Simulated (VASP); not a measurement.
# NbNF4: single point with r2SCAN

NbNF4:

```xyz
12
Lattice="0.0000 4.7465 0.0000 4.7465 0.0000 0.0000 2.3732 2.3732 -5.4881" Properties=species:S:1:pos:R:3 pbc="T T T"
N     0.0000    2.3732    0.0000
N     2.3732    0.0000    0.0000
Nb    2.3732    2.3732   -2.7440
Nb    4.7465    4.7465   -2.7440
F     3.2051    5.5784   -3.7745
F     3.9146    3.2051   -3.7745
F     6.2878    3.9146   -3.7745
F     5.5784    6.2878   -3.7745
F     3.2051    3.9146   -1.7135
F     3.9146    1.5413   -1.7135
F     1.5413    0.8319   -1.7135
F     0.8319    3.2051   -1.7135
```

```
Program             : VASP 6.6.1
Task                : single point
Functional          : r2SCAN
Potentials or basis : VASP PAW PBE potentials, release 64 (N, Nb_sv, F)
Cutoff              : 520 eV
k mesh              : 5 × 5 × 5
Occupations         : gaussian, width 0.0294 eV
Spin                : no spin polarisation
```

- Pressure: 20.1 GPa
- Largest force: 0.059 eV/Å
- Band gap on the k mesh: zero (bands 46 and 47 overlap by 0.23 eV)

Forces on the atoms (eV/Å):
```
N    0.000  0.000  0.000
N    0.000  0.000  0.000
Nb   0.000  0.000  0.000
Nb   0.000  0.000  0.000
F   -0.023 -0.023 -0.049
F    0.023 -0.023 -0.049
F    0.023  0.023 -0.049
F   -0.023  0.023 -0.049
F   -0.023  0.023  0.049
F    0.023  0.023  0.049
F    0.023 -0.023  0.049
F   -0.023 -0.023  0.049
```

Stress tensor (GPa, compression positive):
```
20.40  0.00  0.00
 0.00 20.40  0.00
 0.00  0.00 19.51
```

Levels at points of the mesh, in eV from the Fermi level:
```tsv
k point	band 42	band 43	band 44	band 45	band 46	band 47	band 48	band 49	band 50	band 51
(0.00, 0.00, 0.00)	-6.04	-0.64	-0.64	-0.33	0.20	0.20	0.64	0.90	0.95	1.45
```

It took 16 min on 1 thread of AMD EPYC 7R43 64-Core Processor (Zen 3), with other jobs on the host, peak memory 0.26 GiB.

Caveat: the cell stands under pressure; the PAW data sets were made with another functional, which shifts forces and pressure a little.
